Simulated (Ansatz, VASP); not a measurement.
Two plane-wave programs on C

```
CELL_PARAMETERS angstrom
5.92159 0.00000 0.00000
-2.96079 5.12824 0.00000
0.00000 0.00000 1.28275
ATOMIC_POSITIONS crystal
C 0.00000 0.00000 0.00000
C 0.33333 0.66667 0.50000
C 0.66667 0.33333 0.50000
```

Alike in both runs: functional PBEsol; k mesh 11 × 11 × 15; occupations fermi-dirac, width 0.1 eV; no spin polarisation.

Ansatz relaxed the structure, and its values are those at the end. VASP's run is a single point on that final structure, the one shown.

```csv
,VASP,Ansatz
version,VASP 6.6.1,Ansatz 0.2.0
potentials or method,"VASP PAW PBE potentials, release 64 (C), cutoff 520 eV","plane waves (420 eV) with PAW, scalar-relativistic"
valence electrons in the cell,12,12
```

|  | VASP | Ansatz | Ansatz less VASP |
| --- | --- | --- | --- |
| pressure (GPa) | 0.0 | 0.0 | +0.02 |

VASP's potentials were made for PBE, not for PBEsol, and Ansatz warns of the same on its side. With one functional, cell and mesh, what is left measures potentials, basis and numerics.
